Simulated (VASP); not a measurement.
# HfN (F-43m) in VASP: notebook

HfN is run at these levels: PBEsol; tasks: single point, relaxation of cell and atoms.

Program: VASP 6.6.1. These are calculated values, not measurements. Logs are shortened: lines on timing, memory, paths and dates and some standing lists are left out, and cuts for length are marked.

### Step 1. The cell of the first run

Symmetry: F-43m, No. 216, cubic system. The conventional cell has a = 4.825 Å, b = 4.825 Å, c = 4.825 Å, α = 90.00°, β = 90.00°, γ = 90.00°. Hf (site symmetry -43m) has 4 N at 2.09 Å within 2.8 Å. Within 2.8 Å of N (site symmetry -43m) lie 4 Hf at 2.09 Å.

### Step 2. Single point, PBEsol

Contents of INCAR:

```
ALGO     = Normal         # electronic algorithm
EDIFF    = 1E-6           # SCF threshold, eV
ENCUT    = 600            # plane-wave cutoff, eV
GGA      = PS             # functional
GGA_COMPAT= F            
ISIF     = 2              # what is computed and relaxed
ISMEAR   = -1             # smearing method
LASPH    = T              # aspherical terms in the spheres
LCHARG   = F              # write CHGCAR
LREAL    = F              # projectors in reciprocal space
LWAVE    = F              # write WAVECAR
NBANDS   = 14             # bands
NELM     = 120            # most SCF steps
PREC     = Accurate       # precision mode
SIGMA    = 0.1            # smearing width, eV
```

Contents of KPOINTS:

```
k-points
0
Gamma
  6 6 6
```

Contents of POSCAR:

```
HfN
1.0
    0.0000000000      2.4126019134      2.4126019134
    2.4126019134      0.0000000000      2.4126019134
    2.4126019134      2.4126019134      0.0000000000
Hf N
1 1
Direct
    0.0000000000      0.0000000000      0.0000000000
    0.2500000000      0.2500000000      0.2500000000
```

Potentials or basis: VASP PAW PBE potentials, release 64 (Hf_pv, N).

Started as:

```bash
> cat potpaw_PBE.64/Hf_pv/POTCAR potpaw_PBE.64/N/POTCAR > POTCAR
> mpirun -np 1 vasp_std > vasp.out
```

OUTCAR:

```text
EDIFF = 1E-6
   ENCUT = 600
   GGA = PS
   ISIF = 2
   ISMEAR = -1
   LASPH = T
   LREAL = F
   NELM = 120
   PREC = Accurate

 ion  position               nearest neighbor table
   1  0.000  0.000  0.000-   2 2.09   2 2.09   2 2.09   2 2.09
   2  0.250  0.250  0.250-   1 2.09   1 2.09   1 2.09   1 2.09

  LATTYP: Found a face centered cubic cell.
 ALAT       =     4.8252038268

  Lattice vectors:

 A1 = (   0.0000000000,   2.4126019134,   2.4126019134)
 A2 = (   2.4126019134,   0.0000000000,   2.4126019134)
 A3 = (   2.4126019134,   2.4126019134,   0.0000000000)

Analysis of symmetry for initial positions (statically):
=====================================================================
 Subroutine PRICEL returns:
 Original cell was already a primitive cell.

 Routine SETGRP: Setting up the symmetry group for a
 face centered cubic supercell.

 Subroutine GETGRP returns: Found 24 space group operations
 (whereof 24 operations were pure point group operations)
 out of a pool of 48 trial point group operations.

The static configuration has the point symmetry T_d .

Analysis of symmetry for dynamics (positions and initial velocities):
=====================================================================
 Subroutine PRICEL returns:
 Original cell was already a primitive cell.

 Routine SETGRP: Setting up the symmetry group for a
 face centered cubic supercell.

 Subroutine GETGRP returns: Found 24 space group operations
 (whereof 24 operations were pure point group operations)
 out of a pool of 48 trial point group operations.

The dynamic configuration has the point symmetry T_d .

 Subroutine INISYM returns: Found 24 space group operations
 (whereof 24 operations are pure point group operations),
 and found     1 'primitive' translations

----------------------------------------------------------------------------------------

                                     Primitive cell

  volume of cell :      28.0858

  direct lattice vectors                    reciprocal lattice vectors
     0.000000000  2.412601913  2.412601913    -0.207245131  0.207245131  0.207245131
     2.412601913  0.000000000  2.412601913     0.207245131 -0.207245131  0.207245131
     2.412601913  2.412601913  0.000000000     0.207245131  0.207245131 -0.207245131

  length of vectors
     3.411934347  3.411934347  3.411934347     0.358959097  0.358959097  0.358959097

  position of ions in fractional coordinates (direct lattice)
     0.000000000  0.000000000  0.000000000
     0.250000000  0.250000000  0.250000000

  ion indices of the primitive-cell ions
   primitive index   ion index
                 1           1
                 2           2

----------------------------------------------------------------------------------------

 KPOINTS: k-points

Automatic generation of k-mesh.
 Grid dimensions read from file:
 generate k-points for:    6    6    6

 Generating k-lattice:

  Cartesian coordinates                     Fractional coordinates (reciprocal lattice)
    -0.034540855  0.034540855  0.034540855     0.166666667  0.000000000  0.000000000
     0.034540855 -0.034540855  0.034540855     0.000000000  0.166666667  0.000000000
     0.034540855  0.034540855 -0.034540855     0.000000000  0.000000000  0.166666667

  Length of vectors
     0.059826516  0.059826516  0.059826516

  Shift w.r.t. Gamma in fractional coordinates (k-lattice)
     0.000000000  0.000000000  0.000000000

 Subroutine IBZKPT returns following result:
 ===========================================

 Found     16 irreducible k-points:

 Following reciprocal coordinates:
            Coordinates               Weight
  0.000000  0.000000  0.000000      1.000000
  0.166667  0.000000  0.000000      8.000000
  0.333333  0.000000  0.000000      8.000000
  0.500000  0.000000  0.000000      4.000000
  0.166667  0.166667  0.000000      6.000000
  0.333333  0.166667  0.000000     24.000000
[... 8 lines left out ...]
 -0.333333  0.333333  0.166667     24.000000
 -0.333333  0.500000  0.166667     12.000000
   k-points           NKPTS =     16   k-points in BZ     NKDIM =     16   number of bands    NBANDS=     14
   number of dos      NEDOS =    301   number of ions     NIONS =      2
   total plane-waves  NPLWV =  21952
   dimension x,y,z NGX =    28 NGY =   28 NGZ =   28
   dimension x,y,z NGXF=    56 NGYF=   56 NGZF=   56
   ions per type =               1   1
   NGX,Y,Z   is equivalent  to a cutoff of  13.64, 13.64, 13.64 a.u.
   NGXF,Y,Z  is equivalent  to a cutoff of  27.29, 27.29, 27.29 a.u.
 SYSTEM =  unknown system
   PREC   = accura    normal or accurate (medium, high low for compatibility)
   ISTART =      0    job   : 0-new  1-cont  2-samecut
   ICHARG =      2    charge: 1-file 2-atom 10-const
   ISPIN  =      1    spin polarized calculation?
   LNONCOLLINEAR =      F non collinear calculations
   LSORBIT =      F    spin-orbit coupling
   LASPH  =      T    aspherical Exc in radial PAW
   ENCUT  =  600.0 eV  44.10 Ry    6.64 a.u.   6.81  6.81  6.81*2*pi/ulx,y,z
   NELM   =    120;   NELMIN=  2; NELMDL= -5     # of ELM steps
   EDIFF  = 0.1E-05   stopping-criterion for ELM
   LREAL  =      F    real-space projection
   EDIFFG = 0.1E-04   stopping-criterion for IOM
   NSW    =      0    number of steps for IOM
   IBRION =     -1    ionic relax: 0-MD 1-quasi-New 2-CG
   NFREE  =      0    steps in history (QN), initial steepest desc. (CG)
   ISIF   =      2    stress and relaxation
   ISYM   =      2    0-nonsym 1-usesym 2-fastsym
   POTIM  = 0.5000    time-step for ionic-motion
   TEBEG  =    0.0;   TEEND  =   0.0 temperature during run
   PSTRESS=    0.0 pullay stress
   NELECT =      15.0000    total number of electrons
   NUPDOWN=      -1.0000    fix difference up-down
   EMIN   =  10.00;   EMAX   =-10.00  energy-range for DOS
   EFERMI =   0.00;   METHOD = LEGACY
   ISMEAR =    -1;   SIGMA  =   0.10  broadening in eV -4-tet -1-fermi 0-gaus
   EFERMI_NEDOS =   21; number of points for ismear=-14 and -15
   IALGO  =     38    algorithm
   IMIX   =      4    mixing-type and parameters
     AMIX     =   0.40;   BMIX     =  1.00
     AMIX_MAG =   1.60;   BMIX_MAG =  1.00
  volume/ion in A,a.u.               =      14.04        94.77
  Fermi-wavevector in a.u.,A,eV,Ry     =   1.328239  2.510008 24.003657  1.764219
  Thomas-Fermi vector in A             =   2.457491
   LORBIT       =      0    0 simple, 1 ext, 2 COOP (PROOUT), +10 PAW based schemes
   GGA     = PS    functional components
   LHFCALC =     F    Hartree Fock is set to
   AEXX    =    0.0000 exact exchange contribution
   IVDW    =     0    specifies the selected vdW correction
   LEPSILON=     F    determine dielectric tensor
   LRPA    =     F    only Hartree local field effects (RPA)
 non-spin polarized calculation
  energy-cutoff  :      600.00
  volume of cell :       28.09
 maximum number of plane-waves:       960
   NGX = 13   NGY = 13   NGZ = 13

 number of electron      15.0000002 magnetization

 Free energy of the ion-electron system (eV)
  ---------------------------------------------------
  ext. energy  EPLUGINS =         0.00000000
  ---------------------------------------------------
  free energy    TOTEN  =       -22.27558382 eV

  energy without entropy =      -22.25646250  energy(sigma->0) =      -22.26602316

 E-fermi :   6.1096     XC(G=0): -11.6464

 val. band max:        5.8828327596   @ k =   0.5000   0.3333   0.1667
 cond. band min:       6.2798273892   @ k =   0.3333   0.1667   0.0000
 fundamental gap:      0.3969946296
 Fermi energy:         6.1096415500

 k-point     1 :       0.0000    0.0000    0.0000
  band No.  band energies     occupation
      1     -24.8600      2.00000
      2     -24.8600      2.00000
      3     -24.8600      2.00000
      4     -10.3636      2.00000
      5       0.3052      2.00000
      6       0.3052      2.00000
      7       0.3052      2.00000
      8       5.4003      1.99834
      9       8.3349      0.00000
     10       8.3349      0.00000
     11      12.9324      0.00000
     12      12.9324      0.00000
     13      12.9324      0.00000
     14      18.5660      0.00000

 k-point     2 :       0.1667    0.0000    0.0000
  band No.  band energies     occupation
      1     -25.0139      2.00000
      2     -24.8795      2.00000
      3     -24.8795      2.00000
      4     -10.0188      2.00000
      5      -0.1333      2.00000
      6       0.5045      2.00000
      7       0.5045      2.00000
      8       6.6981      0.00555
      9       7.9717      0.00000
     10       7.9717      0.00000
     11      12.3080      0.00000
     12      13.4574      0.00000
     13      13.4574      0.00000
     14      16.6700      0.00000

 k-point     3 :       0.3333    0.0000    0.0000
  band No.  band energies     occupation
      1     -25.3056      2.00000
      2     -24.9181      2.00000
      3     -24.9181      2.00000
      4      -9.4057      2.00000
      5      -0.1897      2.00000
      6       0.8274      2.00000
      7       0.8274      2.00000
      8       7.9883      0.00000
      9       8.1167      0.00000
     10       8.1167      0.00000
     11      11.3325      0.00000
     12      12.8467      0.00000
     13      12.8467      0.00000
     14      14.5247      0.00000
[... 188 lines left out ...]
 k-point    15 :      -0.3333    0.3333    0.1667
  band No.  band energies     occupation
      1     -25.3468      2.00000
      2     -25.1448      2.00000
      3     -25.0131      2.00000
      4      -8.8004      2.00000
      5       0.2844      2.00000
      6       0.5653      2.00000
      7       1.9734      2.00000
      8       5.2587      1.99960
      9       7.7051      0.00000
     10       9.3306      0.00000
     11      12.0617      0.00000
     12      12.7437      0.00000
     13      14.3955      0.00000
     14      16.8051      0.00000

 k-point    16 :      -0.3333    0.5000    0.1667
  band No.  band energies     occupation
      1     -25.3682      2.00000
      2     -25.1327      2.00000
      3     -25.0604      2.00000
      4      -8.7072      2.00000
      5      -0.4555      2.00000
      6       1.3987      2.00000
      7       2.3782      2.00000
      8       4.7067      2.00000
      9       7.6205      0.00000
     10       9.8426      0.00000
     11      11.2891      0.00000
     12      12.6667      0.00000
     13      16.6112      0.00000
     14      17.5294      0.00000

------------------------ aborting loop because EDIFF is reached ----------------------------------------

  FORCE on cell =-STRESS in cart. coord.  units (eV):
  Direction    XX          YY          ZZ          XY          YZ          ZX
  --------------------------------------------------------------------------------------
  -------------------------------------------------------------------------------------
  Total        0.8186202      0.8186202      0.8186202      0.0000000     -0.0000000      0.0000000
  in kB       46.6988361     46.6988361     46.6988361      0.0000000     -0.0000000      0.0000000
  external PRESSURE =      46.6988361 kB  Pullay stress =       0.0000000 kB

 VOLUME and BASIS-vectors are now :
 -----------------------------------------------------------------------------
  energy-cutoff  :      600.00
  volume of cell :       28.09
      direct lattice vectors                 reciprocal lattice vectors
     0.000000000  2.412601913  2.412601913    -0.207245131  0.207245131  0.207245131
     2.412601913  0.000000000  2.412601913     0.207245131 -0.207245131  0.207245131
     2.412601913  2.412601913  0.000000000     0.207245131  0.207245131 -0.207245131

 POSITION                                       TOTAL-FORCE (eV/Angst)
 -----------------------------------------------------------------------------------
      0.00000      0.00000      0.00000        -0.000000      0.000000     -0.000000
      1.20630      1.20630      1.20630         0.000000     -0.000000      0.000000
 -----------------------------------------------------------------------------------
    total drift:                               -0.000000     -0.000000     -0.000000

  FREE ENERGIE OF THE ION-ELECTRON SYSTEM (eV)
  ---------------------------------------------------
  free  energy   TOTEN  =       -22.2755838154 eV

  energy  without entropy=      -22.2564624999  energy(sigma->0) =      -22.26602316
```

Run time: 7.4 s. Hardware: 1 thread of AMD EPYC 7R13 (Zen 3), shared host; peak memory 0.13 GiB.

Results:

```
Free energy            : -22.2756 eV
Pressure               : 4.7 GPa
Band gap on the k mesh : zero (an odd number of electrons rules out a gap without spin polarisation)
```

Caveat: the k points lie up to 0.38 Å⁻¹ apart, too coarse for converged energies and pressures of a metal; the PAW data sets were made with another functional, which shifts forces and pressure a little; spin-orbit coupling is left out, which moves the levels of the heavy elements.

### Step 3. Single point, PBEsol

This run uses another cell than the first one, of 13.75 Å³/atom.

Contents of INCAR:

```
SYSTEM = HfN
PREC = Accurate
ENCUT = 600
EDIFF = 1E-6
ISMEAR = -1
SIGMA = 0.1
LREAL = .False.
LASPH = .True.
NELM = 120
ALGO = Normal
ISIF = 2
LWAVE = .False.
LCHARG = .False.
GGA = PS
NBANDS = 14
GGA_COMPAT = .False.
```

Contents of KPOINTS:

```
regular mesh
0
Gamma
  6 6 6
  0 0 0
```

Contents of POSCAR:

```
HfN
1.0
    0.0000000000      2.3958270461      2.3958270461
    2.3958270461      0.0000000000      2.3958270461
    2.3958270461      2.3958270461      0.0000000000
Hf N
1 1
Direct
    0.0000000000      0.0000000000      0.0000000000
    0.2500000000      0.2500000000      0.2500000000
```

Potentials or basis: VASP PAW PBE potentials, release 64 (Hf_pv, N).

Started as:

```bash
> cat potpaw_PBE.64/Hf_pv/POTCAR potpaw_PBE.64/N/POTCAR > POTCAR
> mpirun -np 1 vasp_std > vasp.out
```

It took 6.7 s on 1 thread of AMD EPYC 7R13 (Zen 3), shared host; peak memory 0.13 GiB.

Results (log left out):

```
Free energy            : -22.2491 eV
Pressure               : 9.7 GPa
Band gap on the k mesh : zero (an odd number of electrons rules out a gap without spin polarisation)
```

Levels at points of the mesh, in eV from the Fermi level:
```tsv
k point	band 4	band 5	band 6	band 7	band 8	band 9	band 10	band 11
(0.00, 0.00, 0.00)	-16.58	-5.90	-5.90	-5.90	-0.65	2.28	2.28	6.96
(0.50, 0.00, 0.00)	-15.31	-5.97	-5.25	-5.25	1.58	2.84	2.84	4.35
(0.50, 0.50, 0.00)	-14.87	-7.44	-3.77	-3.77	-1.27	2.26	4.30	4.97
```

Caveat: the k points lie up to 0.38 Å⁻¹ apart, too coarse for converged energies and pressures of a metal; the PAW data sets were made with another functional, which shifts forces and pressure a little; spin-orbit coupling is left out, which moves the levels of the heavy elements.

[end of part 1 of 2]
